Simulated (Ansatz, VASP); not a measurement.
**One calculation of La, two programs**

```xyz
2
Lattice="3.7248 0.0000 0.0000 -1.8624 3.2258 0.0000 0.0000 0.0000 6.0293" Properties=species:S:1:pos:R:3 pbc="T T T"
La    1.8624    1.0753    4.5219
La    0.0000    2.1505    1.5073
```

Alike in both runs: task single point; functional r2SCAN; k mesh 8 × 8 × 5; occupations fermi-dirac, width 0.05 eV; no spin polarisation.

|  | VASP | Ansatz |
| --- | --- | --- |
| version | VASP 6.6.1 | Ansatz 0.2.0 |
| potentials or method | VASP PAW PBE potentials, release 64 (La) | Ansatz PAW |
| plane-wave cutoff (eV) | 520 | 500 |
| valence electrons in the cell | 22 | 22 |

VASP gave:

- gap on the k mesh at the Fermi level (eV): none
- pressure (GPa): 1.5
- traceless stress, the component that is largest in VASP (GPa): -0.63

**Question.** Which values does Ansatz return?

**Answer.** gap on the k mesh at the Fermi level (eV): none; pressure (GPa): 1.4; traceless stress, the component that is largest in VASP (GPa): -0.61.

VASP's potentials were made for PBE, not for r2SCAN. A gap of «none» marks a metal or a gap that the smearing closes. With one functional, cell and mesh, what is left measures potentials, basis and numerics.

Spin-orbit coupling is off throughout. Noted on Ansatz's run: the magnetic or orbital state may not be the lowest.
